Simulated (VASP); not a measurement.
# CoSi2 (Fm-3m) in VASP: a series of runs, part 2 of 2

VASP 6.6.1. Earlier steps stand in the parts before.

## Step 5: Single point, PBE, collinear spin, ferromagnetic start

This run uses another cell than the first one, of 14.37 Å³/atom, 1.037 times its volume.

Contents of INCAR:

```
ALGO     = Normal         # electronic algorithm
EDIFF    = 1E-6           # SCF threshold, eV
ENCUT    = 520            # plane-wave cutoff, eV
GGA      = PE             # functional
ISIF     = 2              # what is computed and relaxed
ISMEAR   = 0              # smearing method
ISPIN    = 2              # spin polarisation
LASPH    = T              # aspherical terms in the spheres
LCHARG   = F              # write CHGCAR
LMAXMIX  = 4              # l up to which the mixer works
LORBIT   = 11             # projections on sites
LREAL    = F              # projectors in reciprocal space
LWAVE    = F              # write WAVECAR
MAGMOM   = 2.2 0 0        # initial moments
NBANDS   = 20             # bands
NELM     = 150            # most SCF steps
NUPDOWN  = 2.2            # fixed moment
PREC     = Accurate       # precision mode
SIGMA    = 0.15           # smearing width, eV
```

Contents of KPOINTS:

```
k-points
0
Gamma
  14 14 14
```

Contents of POSCAR:

```
CoSi2
1.0
    0.0000000000      2.7833407038      2.7833407038
    2.7833407038      0.0000000000      2.7833407038
    2.7833407038      2.7833407038      0.0000000000
Co Si
1 2
Direct
    0.0000000000      0.0000000000      0.0000000000
    0.2500000000      0.2500000000      0.2500000000
    0.7500000000      0.7500000000      0.7500000000
```

Potentials or basis: VASP PAW PBE potentials, release 64 (Co, Si).

Launch:

```bash
cat potpaw_PBE.64/Co/POTCAR potpaw_PBE.64/Si/POTCAR > POTCAR
mpirun -np 1 vasp_std > vasp.out
```

OUTCAR:

```text
EDIFF = 1E-6
   ENCUT = 520
   GGA = PE
   ISIF = 2
   ISMEAR = 0
   ISPIN = 2
   LASPH = T
   LORBIT = 11
   LREAL = F
   NELM = 150
   NUPDOWN = 2.2
   PREC = Accurate

 ion  position               nearest neighbor table
   1  0.000  0.000  0.000-   3 2.41   3 2.41   3 2.41   2 2.41   3 2.41   2 2.41   2 2.41   2 2.41

   2  0.250  0.250  0.250-   1 2.41   1 2.41   1 2.41   1 2.41   3 2.78   3 2.78   3 2.78   3 2.78
                             3 2.78   3 2.78
   3  0.750  0.750  0.750-   1 2.41   1 2.41   1 2.41   1 2.41   2 2.78   2 2.78   2 2.78   2 2.78
                             2 2.78   2 2.78

  LATTYP: Found a face centered cubic cell.
 ALAT       =     5.5666814076

  Lattice vectors:

 A1 = (   0.0000000000,   2.7833407038,   2.7833407038)
 A2 = (   2.7833407038,   0.0000000000,   2.7833407038)
 A3 = (   2.7833407038,   2.7833407038,   0.0000000000)

Analysis of symmetry for initial positions (statically):
=====================================================================
 Subroutine PRICEL returns:
 Original cell was already a primitive cell.

 Routine SETGRP: Setting up the symmetry group for a
[... 1305 lines left out ...]

  FORCE on cell =-STRESS in cart. coord.  units (eV):
  Direction    XX          YY          ZZ          XY          YZ          ZX
  --------------------------------------------------------------------------------------
  -------------------------------------------------------------------------------------
  Total       -0.4888524     -0.4888524     -0.4888524      0.0000000      0.0000000      0.0000000
  in kB      -18.1618141    -18.1618141    -18.1618141      0.0000000      0.0000000      0.0000000
  external PRESSURE =     -18.1618141 kB  Pullay stress =       0.0000000 kB

 VOLUME and BASIS-vectors are now :
 -----------------------------------------------------------------------------
  energy-cutoff  :      520.00
  volume of cell :       43.12
      direct lattice vectors                 reciprocal lattice vectors
     0.000000000  2.783340704  2.783340704    -0.179640243  0.179640243  0.179640243
     2.783340704  0.000000000  2.783340704     0.179640243 -0.179640243  0.179640243
     2.783340704  2.783340704  0.000000000     0.179640243  0.179640243 -0.179640243

 POSITION                                       TOTAL-FORCE (eV/Angst)
 -----------------------------------------------------------------------------------
      0.00000      0.00000      0.00000         0.000000      0.000000      0.000000
      1.39167      1.39167      1.39167        -0.000000      0.000000      0.000000
      4.17501      4.17501      4.17501         0.000000     -0.000000     -0.000000
 -----------------------------------------------------------------------------------
    total drift:                                0.000000     -0.000000     -0.000000

  FREE ENERGIE OF THE ION-ELECTRON SYSTEM (eV)
  ---------------------------------------------------
  free  energy   TOTEN  =       -17.6241442323 eV

  energy  without entropy=      -17.5959201229  energy(sigma->0) =      -17.61003218

 total charge

# of ion       s       p       d       tot
------------------------------------------
    1        0.490   0.584   7.413   8.487
    2        0.781   0.790   0.000   1.570
    3        0.781   0.790   0.000   1.570
--------------------------------------------------
tot          2.051   2.164   7.413  11.628

 magnetization (x)

# of ion       s       p       d       tot
------------------------------------------
    1        0.016   0.139   1.259   1.414
    2        0.073   0.095   0.000   0.168
    3        0.073   0.095   0.000   0.168
--------------------------------------------------
tot          0.161   0.329   1.259   1.749
```

stdout:

```text
POSCAR found type information on POSCAR CoSi
 POSCAR found :  2 types and       3 ions
 scaLAPACK will be used
 LDA part: xc-table for (Slater+PW92), standard interpolation
 POSCAR, INCAR and KPOINTS ok, starting setup
 FFT: planning ... GRIDC
 FFT: planning ... GRID_SOFT
 FFT: planning ... GRID
 WAVECAR not read
 entering main loop
```

It took 5.1 min on 1 thread of Intel Xeon 8259CL, shared host; peak memory 0.28 GiB.

Results:

| Quantity | Value |
| --- | --- |
| Free energy | -17.6241 eV |
| Pressure | -1.8 GPa |
| Net moment | 2.20 μB per cell |
| Site moments | Co +1.41; Si +0.17 μB |
| Valence electrons inside the program's atomic spheres | Co 8.49; Si 1.57 |

Caveat: the total moment is fixed, so each spin has its own Fermi level.

## Step 6: Single point, PBE, collinear spin, ferromagnetic start

This run uses another cell than the first one, of 12.84 Å³/atom, 0.926 times its volume.

Contents of INCAR:

```
  PREC = Accurate
  ENCUT = 520
  EDIFF = 1E-6
  ISMEAR = 0
  SIGMA = 0.15
  LREAL = False
  LASPH = True
  NELM = 150
  ALGO = Normal
  ISIF = 2
  LWAVE = False
  LCHARG = False
  ISPIN = 2
  MAGMOM = 2.2 0 0
  LORBIT = 11
  NUPDOWN = 2.2
  LMAXMIX = 4
  GGA = PE
  NBANDS = 20
```

Contents of KPOINTS:

```
regular mesh
0
Gamma
  14 14 14
```

Contents of POSCAR:

```
CoSi2
1.0
    0.0000000000      2.6801763726      2.6801763726
    2.6801763726      0.0000000000      2.6801763726
    2.6801763726      2.6801763726      0.0000000000
Co Si
1 2
Direct
    0.0000000000      0.0000000000      0.0000000000
    0.2500000000      0.2500000000      0.2500000000
    0.7500000000      0.7500000000      0.7500000000
```

Potentials or basis: VASP PAW PBE potentials, release 64 (Co, Si).

Launch:

```bash
cat potpaw_PBE.64/Co/POTCAR potpaw_PBE.64/Si/POTCAR > POTCAR
mpirun -np 1 vasp_std > vasp.out
```

OUTCAR:

```text
PREC = Accurate
   ENCUT = 520
   EDIFF = 1E-6
   ISMEAR = 0
   LREAL = False
   LASPH = True
   NELM = 150
   ISIF = 2
   ISPIN = 2
   LORBIT = 11
   NUPDOWN = 2.2
   GGA = PE

 ion  position               nearest neighbor table
   1  0.000  0.000  0.000-   3 2.32   3 2.32   3 2.32   2 2.32   3 2.32   2 2.32   2 2.32   2 2.32

   2  0.250  0.250  0.250-   1 2.32   1 2.32   1 2.32   1 2.32   3 2.68   3 2.68   3 2.68   3 2.68
                             3 2.68   3 2.68
   3  0.750  0.750  0.750-   1 2.32   1 2.32   1 2.32   1 2.32   2 2.68   2 2.68   2 2.68   2 2.68
                             2 2.68   2 2.68

  LATTYP: Found a face centered cubic cell.
 ALAT       =     5.3603527452

  Lattice vectors:

 A1 = (   0.0000000000,   2.6801763726,   2.6801763726)
 A2 = (   2.6801763726,   0.0000000000,   2.6801763726)
 A3 = (   2.6801763726,   2.6801763726,   0.0000000000)

Analysis of symmetry for initial positions (statically):
[... 1304 lines left out ...]
     20      27.0264      0.00000

 [... further k-points ...]

------------------------ aborting loop because EDIFF is reached ----------------------------------------

  FORCE on cell =-STRESS in cart. coord.  units (eV):
  Direction    XX          YY          ZZ          XY          YZ          ZX
  --------------------------------------------------------------------------------------
  -------------------------------------------------------------------------------------
  Total        3.9048105      3.9048105      3.9048105      0.0000000      0.0000000     -0.0000000
  in kB      162.4764513    162.4764513    162.4764513      0.0000000      0.0000000     -0.0000000
  external PRESSURE =     162.4764513 kB  Pullay stress =       0.0000000 kB

 VOLUME and BASIS-vectors are now :
 -----------------------------------------------------------------------------
  energy-cutoff  :      520.00
  volume of cell :       38.51
      direct lattice vectors                 reciprocal lattice vectors
     0.000000000  2.680176373  2.680176373    -0.186554887  0.186554887  0.186554887
     2.680176373  0.000000000  2.680176373     0.186554887 -0.186554887  0.186554887
     2.680176373  2.680176373  0.000000000     0.186554887  0.186554887 -0.186554887

 POSITION                                       TOTAL-FORCE (eV/Angst)
 -----------------------------------------------------------------------------------
      0.00000      0.00000      0.00000         0.000000     -0.000000      0.000000
      1.34009      1.34009      1.34009        -0.000000      0.000000     -0.000000
      4.02026      4.02026      4.02026         0.000000     -0.000000      0.000000
 -----------------------------------------------------------------------------------
    total drift:                               -0.000000     -0.000000      0.000000

  FREE ENERGIE OF THE ION-ELECTRON SYSTEM (eV)
  ---------------------------------------------------
  free  energy   TOTEN  =       -17.4439495407 eV

  energy  without entropy=      -17.4193336545  energy(sigma->0) =      -17.43164160

 total charge

# of ion       s       p       d       tot
------------------------------------------
    1        0.544   0.701   7.522   8.767
    2        0.774   0.855   0.000   1.630
    3        0.774   0.855   0.000   1.630
--------------------------------------------------
tot          2.093   2.411   7.522  12.026

 magnetization (x)

# of ion       s       p       d       tot
------------------------------------------
    1        0.018   0.175   1.171   1.364
    2        0.072   0.107   0.000   0.180
    3        0.072   0.107   0.000   0.180
--------------------------------------------------
tot          0.162   0.390   1.171   1.724
```

stdout:

```text
POSCAR found type information on POSCAR CoSi
 POSCAR found :  2 types and       3 ions
 scaLAPACK will be used
 LDA part: xc-table for (Slater+PW92), standard interpolation
 POSCAR, INCAR and KPOINTS ok, starting setup
 FFT: planning ... GRIDC
 FFT: planning ... GRID_SOFT
 FFT: planning ... GRID
 WAVECAR not read
 entering main loop
```

Run time: 5.3 min. Hardware: 1 thread of AMD EPYC 7R13, shared host; peak memory 0.23 GiB.

What came out:

```yaml
Free_energy: -17.4439 eV
Pressure: 16.2 GPa
Net_moment: 2.20 μB per cell
Site_moments: Co +1.36; Si +0.18 μB
Valence_electrons_inside_the_program's_atomic_spheres: Co 8.77; Si 1.63
```

Caveat: the total moment is fixed, so each spin has its own Fermi level.

## Step 7: Summary

```csv
fixed moment (μB),cell,pressure (GPa),moment (μB)
1.925,"a = 3.889 Å, angles 60.0°, 3 atoms",0.6,1.92
0.55,"a = 3.936 Å, angles 60.0°, 3 atoms",-14.4,0.55
1.1,"a = 3.936 Å, angles 60.0°, 3 atoms",-11.1,1.10
2.2,"a = 3.936 Å, angles 60.0°, 3 atoms",-1.8,2.20
2.2,"a = 3.790 Å, angles 60.0°, 3 atoms",16.2,2.20
```

Alike in all rows: task single point; level PBE; potentials or basis VASP PAW PBE potentials, release 64 (Co, Si); spin collinear, ferromagnetic start; k mesh 14 × 14 × 14; cutoff (eV) 520; smearing gaussian 0.15 eV.

Caveats: the total moment is fixed, so each spin has its own Fermi level.

Absolute energies hang on the potentials; compare differences alone.
